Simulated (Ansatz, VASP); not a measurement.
NaF in VASP and in Ansatz

INCAR

```
SYSTEM = NaF
PREC = Accurate
ENCUT = 520
EDIFF = 1E-7
ISMEAR = 0
SIGMA = 0.01
LREAL = .False.
LASPH = .True.
NELM = 100
ALGO = Normal
ISIF = 2
LWAVE = .False.
LCHARG = .True.
GGA = PE
LELF = .True.
LVHAR = .True.
NBANDS = 14
```

Contents of KPOINTS:

```
regular mesh
0
Gamma
  8 8 8
  0 0 0
```

Contents of POSCAR:

```
NaF
1.0
    0.0000000000      2.3963936836      2.3963936836
    2.3963936836      0.0000000000      2.3963936836
    2.3963936836      2.3963936836      0.0000000000
Na F
1 1
Direct
    0.0000000000      0.0000000000      0.0000000000
    0.5000000000      0.5000000000      0.5000000000
```

Input for Ansatz:

```yaml
crystal:
  lattice:
    - [0.0, 2.3963936836, 2.3963936836]
    - [2.3963936836, 0.0, 2.3963936836]
    - [2.3963936836, 2.3963936836, 0.0]
  atoms:
    - { symbol: Na, position: [0.0, 0.0, 0.0] }
    - { symbol: F, position: [0.5, 0.5, 0.5] }
kpoints:
  mp_grid: { grid: [8, 8, 8] }
hamiltonian:
  xc: pbe
scf:
  occupations: { method: fixed }
  n_extra_bands: 4
output:
  forces: true
  stress: true
  eigenvalues: true
```

Alike in both runs: task single point; functional PBE; k mesh 8 × 8 × 8; no spin polarisation.

```csv
,VASP,Ansatz
version,VASP 6.6.1,Ansatz 0.2.0
potentials or method,"VASP PAW PBE potentials, release 64 (Na_pv, F)","plane waves, PAW"
plane-wave cutoff (eV),520,420
occupations,"gaussian, width 0.01 eV",fixed
valence electrons in the cell,14,16
```

```csv
,VASP,Ansatz,Ansatz less VASP
gap on the k mesh at the Fermi level (eV),5.79,5.80,+0.014
pressure (GPa),-2.4,-2.3,+0.15
```

VASP's potentials hold 14 valence electrons a cell and Ansatz's 16, so a difference there can come from the potentials and not from the codes.
